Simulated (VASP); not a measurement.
The system is DyBe.

```xyz
2
Lattice="1.3514 0.7802 4.5895 -1.3514 0.7802 4.5895 0.0000 -1.5605 4.5895" Properties=species:S:1:pos:R:3 pbc="T T T"
Dy    0.0000    0.0000    6.8842
Be    0.0000    0.0000    0.0000
```

The cell was generated, and may not be a known phase.

- Program: VASP 6.6.1
- Task: relaxation of cell and atoms
- Functional: PBE
- Potentials or basis: VASP PAW PBE potentials, release 64 (Dy_3, Be), 4f in core
- Cutoff: 600 eV
- k mesh: 8 × 8 × 8
- Occupations: gaussian, width 0.2 eV
- Spin: no spin polarisation

At the start: pressure 30.5 GPa; volume 14.52 Å³/atom.

**Question.** Where does the relaxation end?

**Answer.** Over 9 steps the energy falls by 762.0 meV/atom and the volume is 22.60 Å³/atom (+55.6 %); space group R-3m (No. 166, to 0.1 Å) before and after.

Step by step:
| step | energy change (eV) | largest force (eV/Å) | pressure (GPa) | volume (Å³) |
| --- | --- | --- | --- | --- |
| 1 | 0.0000 | 0.0000 | 30.53 | 29.04 |
| 2 | -1.0448 | 0.0000 | 0.24 | 42.24 |
| 3 | -1.0333 | 0.0000 | -3.32 | 46.50 |
| 4 | -1.0518 | 0.0000 | -1.41 | 44.02 |
| 5 | -1.2783 | 0.0000 | -1.29 | 44.45 |
| 6 | -1.5103 | 0.0000 | 1.56 | 43.87 |
| 7 | -1.5218 | 0.0000 | 0.94 | 44.11 |
| 8 | -1.5234 | 0.0000 | 0.71 | 44.19 |
| 9 | -1.5241 | 0.0000 | -0.43 | 45.19 |

Final structure:
```cif
data_structure
_symmetry_space_group_name_H-M 'P 1'
_symmetry_Int_Tables_number 1
_cell_length_a 4.5168
_cell_length_b 4.5168
_cell_length_c 4.5168
_cell_angle_alpha 47.086
_cell_angle_beta 47.086
_cell_angle_gamma 47.086
_cell_volume 45.19
loop_
_atom_site_label
_atom_site_type_symbol
_atom_site_fract_x
_atom_site_fract_y
_atom_site_fract_z
_atom_site_occupancy
Dy1 Dy 0.50000 0.50000 0.50000 1
Be1 Be 0.00000 0.00000 0.00000 1
```

Caveat: the volume moved by over 15 % at a fixed basis, so the end points are rough.
